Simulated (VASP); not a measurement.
Write the native input for VASP 6.6.1 that does the following.

```
Task                   : single point
Functional             : PBE
Potentials or basis    : VASP PAW PBE potentials, release 64 (Nb_sv)
Cutoff                 : 500 eV
k mesh                 : 10 × 10 × 16
Occupations            : gaussian, width 0.1 eV
Spin                   : no spin polarisation
Dipole correction      : no
Further INCAR settings : ALGO = Normal; EDIFF = 1e-06; NBANDS = 34
```

The structure of Nb lies in POSCAR:

```
Nb
1.0
    5.4256214554      0.0000000000      0.0000000000
    0.0000000000      4.8469389238      0.0000000000
    0.0000000000      0.0000000000      2.7955286194
Nb
4
Direct
    0.1320373518      0.2500000000      0.6455316316
    0.8679626482      0.7500000000      0.3544683684
    0.3679626482      0.7500000000      0.1455316316
    0.6320373518      0.2500000000      0.8544683684
```

The input as run:

INCAR

```
  ALGO = Normal
  EDIFF = 1E-6
  ENCUT = 500
  GGA = PE
  GGA_COMPAT = F
  ISIF = 2
  ISMEAR = 0
  LASPH = T
  LCHARG = F
  LREAL = F
  LWAVE = F
  NBANDS = 34
  NELM = 120
  PREC = Accurate
  SIGMA = 0.1
```

KPOINTS

```
k-points
0
Gamma
  10 10 16
```

Potentials or basis: VASP PAW PBE potentials, release 64 (Nb_sv).

Command:

```sh
$ cat potpaw_PBE.64/Nb_sv/POTCAR > POTCAR
$ mpirun -np 1 vasp_std > vasp.out
```

Results of the run:

```
Pressure               : -0.4 GPa
Band gap on the k mesh : zero (band 26 reaches 11.69 eV, above the bottom of band 27 at 10.34 eV)
```

It took 6.1 min on 1 thread of Intel(R) Xeon(R) Platinum 8488C (Sapphire Rapids), with other jobs on the host, peak memory 0.58 GiB.
